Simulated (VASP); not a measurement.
LiCl, 2 atoms in the cell. Symmetry: R-3m, No. 166, trigonal system. Conventional cell: a = 3.615 Å, b = 3.615 Å, c = 9.065 Å, α = 90.00°, β = 90.00°, γ = 120.00°. Li (site symmetry -3m) has 6 Cl at 2.58 Å within 3.4 Å. Cl (site symmetry -3m) has 6 Li at 2.58 Å within 3.4 Å.  This cell differs from its parent crystal: strain along [111] +2.4%.

```yaml
Program: VASP 6.6.1
Task: single point
Functional: r2SCAN
Potentials_or_basis: VASP PAW PBE potentials, release 64 (Li_sv, Cl)
Cutoff: 520 eV
k_mesh: 8 × 8 × 8
Occupations: gaussian, width 0.01 eV
Spin: no spin polarisation
Dipole_correction: no
Further_INCAR_settings: ALGO = Normal; EDIFF = 1e-06; NBANDS = 12
```

Potentials or basis: VASP PAW PBE potentials, release 64 (Li_sv, Cl).

Command:

```sh
$ cat potpaw_PBE.64/Li_sv/POTCAR potpaw_PBE.64/Cl/POTCAR > POTCAR
$ cp INCAR.step1 INCAR
$ mpirun -np 1 vasp_std > vasp.out
$ cp INCAR.step2 INCAR
$ mpirun -np 1 vasp_std > vasp.out
```

Hardware: 1 thread of Intel(R) Xeon(R) 6975P-C (Granite Rapids), with other jobs on the host.

**Question.** Estimate the wall time of this run.

**Answer.** It took 41 s on 1 thread of Intel(R) Xeon(R) 6975P-C (Granite Rapids) (shared host), peak memory 0.16 GiB. Counts: k points 65.
